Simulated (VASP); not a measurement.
Set up this calculation in VASP 6.6.1, as the native input.

| Quantity | Value |
| --- | --- |
| Task | single point |
| Functional | PBE |
| Potentials or basis | VASP PAW PBE potentials, release 64 (Zn, Sn_d, N) |
| Cutoff | 520 eV |
| k mesh | 6 × 6 × 4 |
| Occupations | gaussian, width 0.1 eV |
| Spin | no spin polarisation |
| Dipole correction | no |
| Further INCAR settings | ALGO = Normal; EDIFF = 1e-07; NBANDS = 26 |

The structure of ZnSnN2 lies in POSCAR:

```
ZnSnN2
1.0
    4.0523245300      0.0000000000      0.0000000000
   -2.0261622600      3.5094159800      0.0000000000
    0.0000000000      0.0000000000      4.7944540700
Zn Sn N
1 1 2
Direct
    0.0000000000      0.0000000000      0.0000000000
    0.6666666700      0.3333333300      0.0000000000
    0.0000000000      0.0000000000      0.6377046500
    0.0000000000      0.0000000000      0.3622953500
```

One way to write it, as run:

INCAR

```
SYSTEM = ZnSnN2
  PREC = Accurate
  ENCUT = 520
  EDIFF = 1E-7
  ISMEAR = 0
  SIGMA = 0.1
  LREAL = .False.
  LASPH = .True.
  NELM = 100
  ALGO = Normal
  ISIF = 2
  LWAVE = .False.
  LCHARG = .False.
  GGA = PE
  NBANDS = 26
```

KPOINTS

```
regular mesh
0
Gamma
  6 6 4
  0 0 0
```

Potentials or basis: VASP PAW PBE potentials, release 64 (Zn, Sn_d, N).

Launch:

```bash
$ cat potpaw_PBE.64/Zn/POTCAR potpaw_PBE.64/Sn_d/POTCAR potpaw_PBE.64/N/POTCAR > POTCAR
$ mpirun -np 1 vasp_std > vasp.out
```

It gave:

```yaml
Pressure: 24.2 GPa
Largest_force: 8.880 eV/Å
Band_gap_on_the_k_mesh: zero (band 18 reaches 5.25 eV, above the bottom of band 19 at 4.65 eV)
```

Caveat: spin-orbit coupling is left out, which moves the levels of the heavy elements; forces of over 1 eV/Å act on the atoms, so gaps and moduli don't describe the material at rest.

Run time: 16 s on 1 thread of Intel(R) Xeon(R) 6975P-C (Granite Rapids) (shared host), peak memory 0.19 GiB.
